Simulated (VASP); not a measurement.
Wanted: the native input for a VASP 6.6.1 run.

* Task: single point
* Functional: PBE
* Potentials or basis: VASP PAW PBE potentials, release 64 (In_d, Pd)
* Cutoff: 520 eV
* k mesh: 16 × 16 × 16
* Occupations: gaussian, width 0.15 eV
* Spin: no spin polarisation
* Dipole correction: no
* Further INCAR settings: ALGO = Fast; EDIFF = 1e-07; NBANDS = 18

The structure of InPd lies in POSCAR:

```
InPd
1.0
    3.6727513771      0.0000000000      0.0000000000
    0.0000000000      3.6727513771      0.0000000000
    0.0000000000      0.0000000000      2.5966352236
In Pd
1 1
Direct
    0.0000000000      0.0000000000      0.0000000000
    0.5000000000      0.5000000000      0.5000000000
```

This cell differs from its parent crystal: ratio of the length along z to the lengths across it x 0.707, volume and fractional coordinates fixed.

One way to write it, as run:

INCAR

```
SYSTEM = InPd
  PREC = Accurate
  ENCUT = 520
  EDIFF = 1E-7
  ISMEAR = 0
  SIGMA = 0.15
  LREAL = .FALSE.
  LASPH = .TRUE.
  NELM = 100
  ALGO = Fast
  ISIF = 2
  LWAVE = .FALSE.
  LCHARG = .FALSE.
  GGA = PE
  NBANDS = 18
```

KPOINTS

```
Automatic mesh
0
G
  16 16 16
  0 0 0
```

Potentials or basis: VASP PAW PBE potentials, release 64 (In_d, Pd).

Command:

```sh
$ cat potpaw_PBE.64/In_d/POTCAR potpaw_PBE.64/Pd/POTCAR > POTCAR
$ mpirun -np 1 vasp_std > vasp.out
```

Results of the run:

```yaml
Pressure: 12.9 GPa
Band_gap_on_the_k_mesh: zero (an odd number of electrons rules out a gap without spin polarisation)
```

Caveat: the cell stands under pressure; spin-orbit coupling is left out, which moves the levels of the heavy elements.

It took 2.4 min on 1 thread of AMD EPYC 9R14 (Zen 4), on a shared host, peak memory 0.33 GiB.
